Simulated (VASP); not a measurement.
A run of VASP 6.6.1:

Contents of INCAR:

```
PREC = Accurate
ENCUT = 520
EDIFF = 1E-6
ISMEAR = 0
SIGMA = 0.1
LREAL = False
LASPH = True
NELM = 100
ALGO = Normal
ISIF = 2
LWAVE = False
LCHARG = False
LDIPOL = True
IDIPOL = 3
DIPOL = 0.5 0.5 0.325
GGA = PE
NBANDS = 34
```

KPOINTS

```
Automatic mesh
0
Gamma
  5 5 1
```

Contents of POSCAR:

```
Al12Cl
1.0
    5.7135165837      0.0000000000      0.0000000000
    0.0000000000      5.7135165837      0.0000000000
    0.0000000000      0.0000000000     19.6746954317
Al Cl
12 1
Direct
    0.2500000000      0.2500000000      0.2033068321
    0.2500000000      0.7500000000      0.2033068321
    0.7500000000      0.2500000000      0.2033068321
    0.7500000000      0.7500000000      0.2033068321
    0.0000000000      0.0000000000      0.3092728609
    0.0000000000      0.5000000000      0.3092728609
    0.5000000000      0.0000000000      0.3092728609
    0.5000000000      0.5000000000      0.3092728609
    0.2500000000      0.2500000000      0.4154928578
    0.2500000000      0.7500000000      0.4154928578
    0.7500000000      0.2500000000      0.4154928578
    0.7500000000      0.7500000000      0.4154928578
    0.4166666667      0.4166666667      0.5155525664
```

Potentials or basis: VASP PAW PBE potentials, release 64 (Al, Cl).

The run is started by

```sh
$ cat potpaw_PBE.64/Al/POTCAR potpaw_PBE.64/Cl/POTCAR > POTCAR
$ mpirun -np 1 vasp_std > vasp.out
```

Hardware: 1 thread of Intel(R) Xeon(R) 6975P-C (Granite Rapids) (shared host).

Task: Estimate the wall time of this run.

Result: It took 4 min on 1 thread of Intel(R) Xeon(R) 6975P-C (Granite Rapids), with other jobs on the host, peak memory 0.62 GiB. Counts: scf iterations 26, k points 9.
